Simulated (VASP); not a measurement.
# MgI2 (P-3m1) in VASP: settings compared, part 2 of 2

VASP 6.6.1. Earlier steps stand in the parts before.

### Step 4. Single point, HSE06

POSCAR

```
MgI2
1.0
    4.1566377955      0.0000000000      0.0000000000
   -2.0783188977      3.5997539252      0.0000000000
    0.0000000000      0.0000000000      6.8756120274
Mg I
1 2
Direct
    0.0000000000      0.0000000000      0.0000000000
    0.3333333333      0.6666666667      0.2425739793
    0.6666666667      0.3333333333      0.7574260207
```

INCAR.step1

```
ALGO = Normal
EDIFF = 1E-5
ENCUT = 520
GGA = PE
ISIF = 2
ISMEAR = 0
LASPH = T
LREAL = F
LWAVE = T
NBANDS = 15
NELM = 60
PREC = Accurate
SIGMA = 0.01
```

INCAR.step2

```
ALGO = Normal
EDIFF = 1E-6
ENCUT = 520
GGA = PE
HFSCREEN = 0.2079
ISIF = 2
ISMEAR = 0
ISTART = 1
LASPH = T
LCHARG = T
LELF = T
LHFCALC = T
LREAL = F
LVHAR = T
LWAVE = F
NBANDS = 15
NELM = 60
PREC = Accurate
PRECFOCK = Normal
SIGMA = 0.01
```

KPOINTS

```
k-points
0
Gamma
  6 6 2
```

Potentials or basis: VASP PAW PBE potentials, release 64 (Mg, I).

On the command line:

```sh
$ cat potpaw_PBE.64/Mg/POTCAR potpaw_PBE.64/I/POTCAR > POTCAR
$ cp INCAR.step1 INCAR
$ mpirun -np 1 vasp_std > vasp.out
$ cp INCAR.step2 INCAR
$ mpirun -np 1 vasp_std > vasp.out
```

OUTCAR:

```text
EDIFF = 1E-6
   ENCUT = 520
   GGA = PE
   HFSCREEN = 0.2079
   ISIF = 2
   ISMEAR = 0
   ISTART = 1
   LASPH = T
   LHFCALC = T
   LREAL = F
   NELM = 60
   PREC = Accurate
   PRECFOCK = Normal

 ion  position               nearest neighbor table
   1  0.000  0.000  0.000-   2 2.92   3 2.92   2 2.92   3 2.92   3 2.92   2 2.92
   2  0.333  0.667  0.243-   1 2.92   1 2.92   1 2.92
   3  0.667  0.333  0.757-   1 2.92   1 2.92   1 2.92

  LATTYP: Found a hexagonal cell.
 ALAT       =     4.1566377955
 C/A-ratio  =     1.6541282560

  Lattice vectors:

 A1 = (   4.1566377955,   0.0000000000,   0.0000000000)
 A2 = (  -2.0783188977,   3.5997539252,   0.0000000000)
 A3 = (   0.0000000000,   0.0000000000,   6.8756120274)

Analysis of symmetry for initial positions (statically):
=====================================================================
 Subroutine PRICEL returns:
 Original cell was already a primitive cell.

 Routine SETGRP: Setting up the symmetry group for a
 hexagonal supercell.

[... 179 lines left out ...]
      5       1.1239      2.00000
      6       1.5328      2.00000
      7       1.5328      2.00000
      8       1.6089      2.00000
      9       6.2809      0.00000
     10       7.3347      0.00000
     11       9.3807      0.00000
     12       9.3807      0.00000
     13      10.1467      0.00000
     14      10.8489      0.00000
[... 221 lines left out ...]
      2     -10.5196      2.00000
      3      -1.7817      2.00000
      4      -1.3697      2.00000
      5      -1.3697      2.00000
      6      -0.7637      2.00000
      7       1.0189      2.00000
      8       1.0189      2.00000
      9       7.4444      0.00000
     10       8.3735      0.00000
     11       8.3735      0.00000
     12       9.9874      0.00000
     13      11.0588      0.00000
     14      11.3084      0.00000
     15      11.5296      0.00000

------------------------ aborting loop because EDIFF is reached ----------------------------------------

  FORCE on cell =-STRESS in cart. coord.  units (eV):
  Direction    XX          YY          ZZ          XY          YZ          ZX
  --------------------------------------------------------------------------------------
  -------------------------------------------------------------------------------------
  Total        0.1542698      0.1542698      0.2599493      0.0000000      0.0000000      0.0000000
  in kB        2.4025101      2.4025101      4.0483024      0.0000000      0.0000000      0.0000000
  external PRESSURE =       2.9511075 kB  Pullay stress =       0.0000000 kB

 VOLUME and BASIS-vectors are now :
 -----------------------------------------------------------------------------
  energy-cutoff  :      520.00
  volume of cell :      102.88
      direct lattice vectors                 reciprocal lattice vectors
     4.156637796  0.000000000  0.000000000     0.240579057  0.138898383  0.000000000
    -2.078318898  3.599753925  0.000000000     0.000000000  0.277796766  0.000000000
     0.000000000  0.000000000  6.875612027     0.000000000  0.000000000  0.145441598

 POSITION                                       TOTAL-FORCE (eV/Angst)
 -----------------------------------------------------------------------------------
      0.00000      0.00000      0.00000        -0.000000      0.000000      0.000000
     -0.00000      2.39984      1.66784        -0.000000      0.000000     -0.127026
      2.07832      1.19992      5.20777         0.000000     -0.000000      0.127026
 -----------------------------------------------------------------------------------
    total drift:                                0.000000     -0.000000     -0.000000

  FREE ENERGIE OF THE ION-ELECTRON SYSTEM (eV)
  ---------------------------------------------------
  free  energy   TOTEN  =        -9.1896468363 eV

  energy  without entropy=       -9.1896468363  energy(sigma->0) =       -9.18964684
```

OSZICAR.step1:

```text
N       E                     dE             d eps       ncg     rms          rms(c)
DAV:   1     0.749455469512E+02    0.74946E+02   -0.57623E+03   420   0.839E+02
DAV:   2    -0.213569529609E+01   -0.77081E+02   -0.71560E+02   593   0.132E+02
DAV:   3    -0.774124136100E+01   -0.56055E+01   -0.55884E+01   560   0.409E+01
DAV:   4    -0.784887402165E+01   -0.10763E+00   -0.10762E+00   598   0.662E+00
DAV:   5    -0.784991696709E+01   -0.10429E-02   -0.10429E-02   553   0.567E-01    0.400E+00
DAV:   6    -0.772348889186E+01    0.12643E+00   -0.11099E-01   476   0.170E+00    0.272E+00
DAV:   7    -0.769967551722E+01    0.23813E-01   -0.12015E-01   511   0.173E+00    0.747E-01
DAV:   8    -0.769792530774E+01    0.17502E-02   -0.76430E-03   469   0.500E-01    0.265E-01
DAV:   9    -0.769807164607E+01   -0.14634E-03   -0.10080E-03   567   0.189E-01    0.936E-02
DAV:  10    -0.769805836992E+01    0.13276E-04   -0.34061E-05   532   0.405E-02    0.365E-02
DAV:  11    -0.769806379713E+01   -0.54272E-05   -0.12436E-05   482   0.227E-02
   1 F= -.76980638E+01 E0= -.76980638E+01  d E =-.240588E-16
```

It took 32 min on 1 thread of Intel Xeon 8259CL, shared host; peak memory 0.33 GiB.

What came out:

* Free energy: -9.1896 eV
* Pressure: 0.3 GPa
* Largest force: 0.127 eV/Å
* Band gap on the k mesh: 4.48 eV (least direct gap 4.67 eV)

Forces on the atoms (eV/Å):
```
Mg   0.000  0.000  0.000
I    0.000  0.000 -0.127
I    0.000  0.000  0.127
```

Caveat: the k points lie up to 0.46 Å⁻¹ apart; the PAW data sets were made with another functional, which shifts forces and pressure a little; spin-orbit coupling is left out, which moves the levels of the heavy elements; this functional lacks dispersion, which binds the layers, so the pressure and a relaxed spacing across them are unreliable. A k mesh can miss the band edges.

### Step 5. Overview

```tsv
level	spin	k mesh	grid for exact exchange (PRECFOCK)	share of exact exchange	screening parameter	gap on the mesh (eV)	pressure (GPa)	largest force (eV/Å)
r2SCAN	off	6 × 6 × 4	-	-	-	4.10	0.5	0.04
PBE	non-collinear, zero start, SOC	6 × 6 × 2	-	-	-	-	1.2	0.02
HSE06	off	6 × 6 × 2	Normal	0.25	0.2079 1/Å	4.48	0.3	0.13
```

Alike in all rows: task single point; potentials or basis VASP PAW PBE potentials, release 64 (Mg, I); cell as given; cutoff (eV) 520; smearing gaussian 0.01 eV.

Caveats: some runs use coarse meshes; the PAW data sets were made with another functional, which shifts forces and pressure a little (at least some runs); spin-orbit coupling is left out, which moves the levels of the heavy elements (at least some runs); this functional lacks dispersion, which binds the layers, so the pressure and a relaxed spacing across them are unreliable (at least some runs).

Total energies depend on the potentials used, so only differences within one code and one set of settings carry meaning.
